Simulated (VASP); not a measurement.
A run of VASP 6.6.1 is set up as follows.

The input INCAR:

```
SYSTEM = BIr3Pd
  PREC = Accurate
  ENCUT = 540
  EDIFF = 1E-7
  ISMEAR = 0
  SIGMA = 0.1
  LREAL = .False.
  LASPH = .True.
  NELM = 120
  ALGO = Normal
  ISIF = 3
  LWAVE = .False.
  LCHARG = .False.
  GGA = PE
  IBRION = 2
  NSW = 90
  EDIFFG = -0.04
  GGA_COMPAT = .False.
  NELMIN = 4
```

The input KPOINTS:

```
regular mesh
0
Gamma
  4 4 4
  0 0 0
```

The input POSCAR:

```
BIr3Pd
1.0
    3.9961189500      0.0000000000      0.0000000000
    0.0000000000      3.9961189500      0.0000000000
    0.0000000000      0.0000000000      3.9961189500
B Pd Ir
1 1 3
Direct
    0.5000000000      0.5000000000      0.5000000000
    0.0000000000      0.0000000000      0.0000000000
    0.0000000000      0.5000000000      0.5000000000
    0.5000000000      0.5000000000      0.0000000000
    0.5000000000      0.0000000000      0.5000000000
```

Potentials or basis: VASP PAW PBE potentials, release 64 (B, Pd_sv_GW, Ir_sv_GW).

The run is started by

```console
$ cat potpaw_PBE.64/B/POTCAR potpaw_PBE.64/Pd_sv_GW/POTCAR potpaw_PBE.64/Ir_sv_GW/POTCAR > POTCAR
$ mpirun -np 1 vasp_std > vasp.out
```

(1) Estimate the relaxed volume.

(2) What does it give for the band gap on the k mesh?

(3) Predict the space group after relaxing (to 0.05 Å).

## Answers

(1) 13.71 Å³/atom.

(2) zero (band 36 reaches 10.22 eV, above the bottom of band 37 at 9.73 eV).

(3) Pm-3m (No. 221).

Caveat: the k points lie up to 0.38 Å⁻¹ apart in the final cell; spin-orbit coupling is left out, which moves the levels of the heavy elements.
